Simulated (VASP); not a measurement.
# CdS (F-43m) in VASP: a series of runs

The runs below take CdS through vibrations by perturbation theory, elastic constants, with LDA.

All numbers are computed with VASP 6.6.1; they aren't measurements. Logs are shortened: lines on timing, memory, paths and dates and some standing lists are left out, and cuts for length are marked.

### 1 The cell of the first run

The structure is cubic, space group F-43m (No. 216). Conventional cell: a = 5.757 Å, b = 5.757 Å, c = 5.757 Å, α = 90.00°, β = 90.00°, γ = 90.00°. Cd (site symmetry -43m) has 4 S at 2.49 Å within 3.3 Å. Within 3.3 Å of S (site symmetry -43m) lie 4 Cd at 2.49 Å.

### 2 Vibrations by perturbation theory, LDA

Input file INCAR:

```
PREC = Accurate
ENCUT = 520
EDIFF = 1E-8
ISMEAR = 0
SIGMA = 0.01
LREAL = False
LASPH = True
NELM = 60
ALGO = Normal
ISIF = 2
LWAVE = False
LCHARG = False
GGA = CA
NBANDS = 16
IBRION = 8
NSW = 1
LEPSILON = True
```

Input file KPOINTS:

```
Automatic mesh
0
Gamma
  8 8 8
```

Input file POSCAR:

```
CdS
1.0
    0.0000000000      2.8782537451      2.8782537451
    2.8782537451      0.0000000000      2.8782537451
    2.8782537451      2.8782537451      0.0000000000
Cd S
1 1
Direct
    0.0000000000      0.0000000000      0.0000000000
    0.2500000000      0.2500000000      0.2500000000
```

Potentials or basis: VASP PAW LDA potentials, release 64 (Cd, S).

On the command line:

```console
> cat potpaw_LDA.64/Cd/POTCAR potpaw_LDA.64/S/POTCAR > POTCAR
> mpirun -np 1 vasp_std > vasp.out
```

OUTCAR:

```text
PREC = Accurate
   ENCUT = 520
   EDIFF = 1E-8
   ISMEAR = 0
   LREAL = False
   LASPH = True
   NELM = 60
   ISIF = 2
   GGA = CA
   IBRION = 8
   NSW = 1
   LEPSILON = True

 ion  position               nearest neighbor table
   1  0.000  0.000  0.000-   2 2.49   2 2.49   2 2.49   2 2.49
   2  0.250  0.250  0.250-   1 2.49   1 2.49   1 2.49   1 2.49

  LATTYP: Found a face centered cubic cell.
 ALAT       =     5.7565074902

  Lattice vectors:

 A1 = (   0.0000000000,   2.8782537451,   2.8782537451)
 A2 = (   2.8782537451,   0.0000000000,   2.8782537451)
 A3 = (   2.8782537451,   2.8782537451,   0.0000000000)

Analysis of symmetry for initial positions (statically):
=====================================================================
 Subroutine PRICEL returns:
 Original cell was already a primitive cell.

 Routine SETGRP: Setting up the symmetry group for a
 face centered cubic supercell.

 Subroutine GETGRP returns: Found 24 space group operations
 (whereof 24 operations were pure point group operations)
 out of a pool of 48 trial point group operations.

The static configuration has the point symmetry T_d .

Analysis of symmetry for dynamics (positions and initial velocities):
=====================================================================
 Subroutine PRICEL returns:
 Original cell was already a primitive cell.

 Routine SETGRP: Setting up the symmetry group for a
 face centered cubic supercell.

 Subroutine GETGRP returns: Found 24 space group operations
 (whereof 24 operations were pure point group operations)
 out of a pool of 48 trial point group operations.

The dynamic configuration has the point symmetry T_d .

 Subroutine INISYM returns: Found 24 space group operations
 (whereof 24 operations are pure point group operations),
 and found     1 'primitive' translations

----------------------------------------------------------------------------------------

                                     Primitive cell

  volume of cell :      47.6889

  direct lattice vectors                    reciprocal lattice vectors
     0.000000000  2.878253745  2.878253745    -0.173716442  0.173716442  0.173716442
     2.878253745  0.000000000  2.878253745     0.173716442 -0.173716442  0.173716442
     2.878253745  2.878253745  0.000000000     0.173716442  0.173716442 -0.173716442

  length of vectors
     4.070465482  4.070465482  4.070465482     0.300885704  0.300885704  0.300885704

  position of ions in fractional coordinates (direct lattice)
     0.000000000  0.000000000  0.000000000
     0.250000000  0.250000000  0.250000000

  ion indices of the primitive-cell ions
   primitive index   ion index
                 1           1
                 2           2

----------------------------------------------------------------------------------------

 KPOINTS: Automatic mesh

Automatic generation of k-mesh.
 Grid dimensions read from file:
 generate k-points for:    8    8    8

 Generating k-lattice:

  Cartesian coordinates                     Fractional coordinates (reciprocal lattice)
    -0.021714555  0.021714555  0.021714555     0.125000000  0.000000000  0.000000000
     0.021714555 -0.021714555  0.021714555     0.000000000  0.125000000  0.000000000
     0.021714555  0.021714555 -0.021714555     0.000000000  0.000000000  0.125000000

  Length of vectors
     0.037610713  0.037610713  0.037610713

  Shift w.r.t. Gamma in fractional coordinates (k-lattice)
     0.000000000  0.000000000  0.000000000

 Subroutine IBZKPT returns following result:
 ===========================================

 Found     29 irreducible k-points:

 Following reciprocal coordinates:
            Coordinates               Weight
  0.000000  0.000000  0.000000      1.000000
  0.125000  0.000000  0.000000      8.000000
  0.250000  0.000000  0.000000      8.000000
[... 558 lines left out ...]
  volume of cell :       47.69
      direct lattice vectors                 reciprocal lattice vectors
     0.000000000  2.878253745  2.878253745    -0.173716442  0.173716442  0.173716442
     2.878253745  0.000000000  2.878253745     0.173716442 -0.173716442  0.173716442
     2.878253745  2.878253745  0.000000000     0.173716442  0.173716442 -0.173716442

 POSITION                                       TOTAL-FORCE (eV/Angst)
 -----------------------------------------------------------------------------------
      0.00000      0.00000      0.00000        -0.000000     -0.000000     -0.000000
      1.43913      1.43913      1.43913         0.000000      0.000000      0.000000
 -----------------------------------------------------------------------------------
    total drift:                               -0.000000     -0.000000     -0.000000

  FREE ENERGIE OF THE ION-ELECTRON SYSTEM (eV)
  ---------------------------------------------------
  free  energy   TOTEN  =        -7.4067051212 eV

  energy  without entropy=       -7.4067051212  energy(sigma->0) =       -7.40670512

 HEAD OF MICROSCOPIC STATIC DIELECTRIC TENSOR (INDEPENDENT PARTICLE, excluding Hartree and local field effects)
 ------------------------------------------------------
           7.697901     0.000000    -0.000000
           0.000000     7.697901     0.000000
           0.000000     0.000000     7.697901
 ------------------------------------------------------

 Free energy of the ion-electron system (eV)
  ---------------------------------------------------
  ---------------------------------------------------
  free energy    TOTEN  =        -0.86261028 eV

  energy without entropy =       -0.86261028

------------------------ aborting loop because EDIFF is reached ----------------------------------------

--------------------------------------- Ionic step        2  -------------------------------------------

------------------------ aborting loop because EDIFF is reached ----------------------------------------

--------------------------------------- Ionic step        3  -------------------------------------------

------------------------ aborting loop because EDIFF is reached ----------------------------------------

 PIEZOELECTRIC TENSOR FIELD DIRECTION 3  (e Angst)
 -----------------------------------------------------------------------------
    -0.00093 -1.88583  0.00000           ( -0.00000  0.03162  0.00000)
    -1.88583 -0.00093  0.00000           (  0.03162 -0.00000  0.00000)
     0.00000  0.00000 -0.00020           (  0.00000  0.00000 -0.00000)

 PIEZOELECTRIC TENSOR FIELD DIRECTION 3  (C/m^2)
 -----------------------------------------------------------------------------
    -0.00031 -0.63357  0.00000
    -0.63357 -0.00031  0.00000
     0.00000  0.00000 -0.00007

--------------------------------------- Ionic step        4  -------------------------------------------

------------------------ aborting loop because EDIFF is reached ----------------------------------------

[... ionic steps 5 to 6 ...]

--------------------------------------- Ionic step        7  -------------------------------------------

 Free energy of the ion-electron system (eV)
  ---------------------------------------------------
  ---------------------------------------------------
  free energy    TOTEN  =        -0.10587474 eV

  energy without entropy =       -0.10587474

------------------------ aborting loop because EDIFF is reached ----------------------------------------

 INTERNAL STRAIN TENSOR  FOR ION    2  DIRECTION 1   (eV/Angst):
 -----------------------------------------------------------------------------
     0.01169  0.00000  0.00000
     0.00000 -0.00220 -7.47633
     0.00000 -7.47633 -0.00220

 MACROSCOPIC STATIC DIELECTRIC TENSOR (including local field effects in DFT)
 ------------------------------------------------------
           7.256769    -0.000000    -0.000000
          -0.000000     7.256769     0.000000
          -0.000000     0.000000     7.256769
 ------------------------------------------------------

 PIEZOELECTRIC TENSOR (including local field effects)  for field in x, y, z        (e  Angst)
          XX          YY          ZZ          XY          YZ          ZX
  --------------------------------------------------------------------------------
  x    -0.00000    -0.00000    -0.00000     0.00000    -1.90174    -0.00000
  y     0.00000    -0.00000     0.00000    -0.00000     0.00000    -1.90174
  z    -0.00000    -0.00000     0.00000    -1.90174    -0.00000     0.00000

 PIEZOELECTRIC TENSOR (including local field effects)  for field in x, y, z        (C/m^2)
          XX          YY          ZZ          XY          YZ          ZX
  --------------------------------------------------------------------------------
  x    -0.00000    -0.00000    -0.00000     0.00000    -0.63892    -0.00000
  y     0.00000    -0.00000     0.00000    -0.00000     0.00000    -0.63892
  z    -0.00000    -0.00000     0.00000    -0.63892    -0.00000     0.00000

 BORN EFFECTIVE CHARGES (including local field effects) (in |e|, cummulative output)
 ---------------------------------------------------------------------------------
 ion    1
    1     2.16948     0.00000    -0.00000
    2     0.00000     2.16948     0.00000
    3    -0.00000    -0.00000     2.16948
 ion    2
    1    -2.16948     0.00000     0.00000
    2     0.00000    -2.16948    -0.00000
    3     0.00000     0.00000    -2.16948

 INTERNAL STRAIN TENSOR FOR ION    2 for displacements in x,y,z  (eV/Angst):
          X           Y           Z          XY          YZ          ZX
  --------------------------------------------------------------------------------
  x     0.00000     0.00000     0.00000     0.00000    -7.47633     0.00000
  y     0.00000    -0.00000    -0.00000     0.00000     0.00000    -7.47633
  z     0.00000     0.00000     0.00000    -7.47633     0.00000     0.00000

 SECOND DERIVATIVES (NOT SYMMETRIZED)
 ------------------------------------
               1X          1Y          1Z          2X          2Y          2Z
  1X    -5.687204    0.000000    0.000000    5.687204    0.000000    0.000000
  1Y     0.000000   -5.687204    0.000000    0.000000    5.687204    0.000000
  1Z     0.000000    0.000000   -5.687204    0.000000    0.000000    5.687204
  2X     5.674136    0.000000    0.000000   -5.674136    0.000000    0.000000
  2Y     0.000000    5.674136    0.000000    0.000000   -5.674136    0.000000
  2Z     0.000000    0.000000    5.674136    0.000000    0.000000   -5.674136

 Eigenvectors and eigenvalues of the dynamical matrix
 ----------------------------------------------------

   1 f  =    7.457344 THz    46.855875 2PiTHz  248.750225 cm-1    30.841083 meV
             X         Y         Z           dx          dy          dz
      0.000000  0.000000  0.000000     0.000000    0.471533    0.000000
      1.439127  1.439127  1.439127     0.000000   -0.881849    0.000000
[... 21 lines left out ...]
   6 f/i=    0.003567 THz     0.022410 2PiTHz    0.118971 cm-1     0.014751 meV
             X         Y         Z           dx          dy          dz
      0.000000  0.000000  0.000000     0.000000    0.000000    0.881849
      1.439127  1.439127  1.439127     0.000000    0.000000    0.471533

--------------------------------------------------------------------------------------------------------

 MACROSCOPIC STATIC DIELECTRIC TENSOR IONIC CONTRIBUTION
 ------------------------------------------------------
           3.143848     0.000000     0.000000
           0.000000     3.143848     0.000000
           0.000000     0.000000     3.143848
 ------------------------------------------------------

 ELASTIC MODULI CONTR FROM IONIC RELAXATION (kBar)
 Direction    XX          YY          ZZ          XY          YZ          ZX
 --------------------------------------------------------------------------------
 XX          -0.0000     -0.0000     -0.0000     -0.0000     -0.0000      0.0000
 YY          -0.0000     -0.0000     -0.0000     -0.0000     -0.0000     -0.0000
 ZZ          -0.0000     -0.0000     -0.0000     -0.0000     -0.0000     -0.0000
 XY          -0.0000     -0.0000     -0.0000   -335.1911     -0.0000     -0.0000
 YZ          -0.0000     -0.0000     -0.0000     -0.0000   -335.1911     -0.0000
 ZX           0.0000     -0.0000     -0.0000     -0.0000     -0.0000   -335.1911
 --------------------------------------------------------------------------------

 PIEZOELECTRIC TENSOR IONIC CONTR  for field in x, y, z        (C/m^2)
          XX          YY          ZZ          XY          YZ          ZX
  --------------------------------------------------------------------------------
  x     0.00000     0.00000     0.00000     0.00000     0.96594     0.00000
  y    -0.00000     0.00000     0.00000     0.00000     0.00000     0.96594
  z     0.00000     0.00000     0.00000     0.96594     0.00000     0.00000
```

Wall time 20 min (1 thread of Intel Xeon 8259CL, shared host); peak memory 0.31 GiB.

Results:

- Electronic dielectric tensor (diagonal): 7.26
- Born charges (mean of the diagonal): Cd +2.17; S -2.17 e
- Highest phonon frequency at Γ, LO-TO splitting left out: 249 cm⁻¹

Phonon frequencies in cm⁻¹ (negative: imaginary):
| q point | frequencies |
| --- | --- |
| (0.000, 0.000, 0.000) | 0 0 0 249 249 249 |

Electronic dielectric tensor:
```
7.26 0.00 0.00
0.00 7.26 0.00
0.00 0.00 7.26
```

Born effective charge tensors (e):
atom 1, Cd
```
2.17 0.00 0.00
0.00 2.17 0.00
0.00 0.00 2.17
```
atom 2, S
```
-2.17  0.00  0.00
 0.00 -2.17  0.00
 0.00  0.00 -2.17
```

### 3 Elastic constants, LDA

Input file INCAR:

```
ALGO = Normal ; EDIFF = 1E-8
ENCUT = 600 ; GGA = CA
IBRION = 6 ; ISIF = 3
ISMEAR = 0 ; LASPH = True
LCHARG = False ; LREAL = False
LWAVE = False ; NBANDS = 16
NELM = 80 ; NFREE = 2
NSW = 1 ; POTIM = 0.015
PREC = Accurate ; SIGMA = 0.01
```

Input file KPOINTS:

```
k-points
0
Gamma
  8 8 8
```

POSCAR is that of step 2.

Potentials or basis: VASP PAW LDA potentials, release 64 (Cd, S).

On the command line:

```console
> cat potpaw_LDA.64/Cd/POTCAR potpaw_LDA.64/S/POTCAR > POTCAR
> mpirun -np 1 vasp_std > vasp.out
```

Wall time 41 min (1 thread of Intel Xeon 8259CL, shared host); peak memory 0.36 GiB.

Results (log left out):

* Elastic constants C11, C12, C44: 83, 63, 27 GPa
* Voigt bulk modulus: 70 GPa
* Highest phonon frequency at Γ, LO-TO splitting left out: 249 cm⁻¹

Phonon frequencies in cm⁻¹ (negative: imaginary):
```
              q point        frequencies
(0.000, 0.000, 0.000)  0 0 0 249 249 249
```

Elastic tensor in Voigt notation (GPa, in the Cartesian axes of the cell as first typed):
```
83 63 63  0  0  0
63 83 63  0  0  0
63 63 83  0  0  0
 0  0  0 27  0  0
 0  0  0  0 27  0
 0  0  0  0  0 27
```

Clamped-ion elastic tensor (GPa):
```
83 63 63  0  0  0
63 83 63  0  0  0
63 63 83  0  0  0
 0  0  0 61  0  0
 0  0  0  0 61  0
 0  0  0  0  0 61
```
